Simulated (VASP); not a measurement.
**Ag16Br: single point with PBEsol**

Ag16Br, a slab with vacuum:

```
Ag Br
1.0
     8.18000    0.00000    0.00000
     0.00000    5.78413    0.00000
     0.00000    0.00000   16.33810
Ag Br
16 1
Direct
  0.25000 0.25000 0.06121
  0.75000 0.25000 0.06121
  0.25000 0.75000 0.06121
  0.75000 0.75000 0.06121
  0.00158 0.99890 0.13991
  0.49842 0.99890 0.13991
  0.00259 0.49973 0.13836
  0.49741 0.49973 0.13836
  0.25000 0.24486 0.23764
  0.75000 0.25379 0.23015
  0.25000 0.75663 0.23620
  0.75000 0.74541 0.22915
  0.99419 0.00200 0.31416
  0.50581 0.00200 0.31416
  0.99944 0.50157 0.30912
  0.50057 0.50157 0.30912
  0.75000 0.90943 0.41778
```

* Program: VASP 6.6.1
* Task: single point
* Functional: PBEsol
* Potentials or basis: VASP PAW PBE potentials, release 64 (Ag, Br)
* Cutoff: 520 eV
* k mesh: 2 × 3 × 1
* Occupations: gaussian, width 0.1 eV
* Spin: no spin polarisation
* Dipole correction: no
* Further INCAR settings: LREAL = Auto; ALGO = Normal; EDIFF = 1e-07; NBANDS = 106

```
Largest force          : 0.112 eV/Å
Band gap on the k mesh : zero (an odd number of electrons rules out a gap without spin polarisation)
```

Forces in eV/Å, atoms in the order of the input:
```
Ag   0.000 -0.087  0.069
Ag   0.000 -0.096 -0.058
Ag   0.000  0.084  0.066
Ag   0.000  0.089 -0.048
Ag  -0.004 -0.001  0.002
Ag   0.004 -0.001  0.002
Ag  -0.006  0.001  0.002
Ag   0.006  0.001  0.002
Ag   0.000 -0.003 -0.002
Ag   0.000  0.002 -0.002
Ag   0.000  0.000 -0.001
Ag   0.000  0.000 -0.003
Ag   0.002  0.007 -0.007
Ag  -0.002  0.007 -0.007
Ag   0.001 -0.002 -0.009
Ag  -0.001 -0.002 -0.009
Br   0.000  0.000  0.003
```

Levels at points of the mesh, in eV from the Fermi level:
```tsv
k point	band 90	band 91	band 92	band 93	band 94	band 95
(0.00, 0.00, 0.00)	-0.61	-0.22	-0.14	0.15	0.70	0.88
(0.50, 0.00, 0.00)	0.00	0.15	0.15	0.19	0.26	0.49
```

It took 13 min on 1 thread of Intel(R) Xeon(R) Platinum 8259CL CPU @ 2.50GHz (Skylake/Cascade Lake), on a shared host, peak memory 0.84 GiB.

Caveat: the k points lie up to 0.38 Å⁻¹ apart, too coarse for converged energies and pressures of a metal; there is no dipole correction, which matters where the two faces differ; the PAW data sets were made with another functional, which shifts forces and pressure a little; an odd number of electrons without spin polarisation forces a metal; a magnetic or distorted state may lie lower.
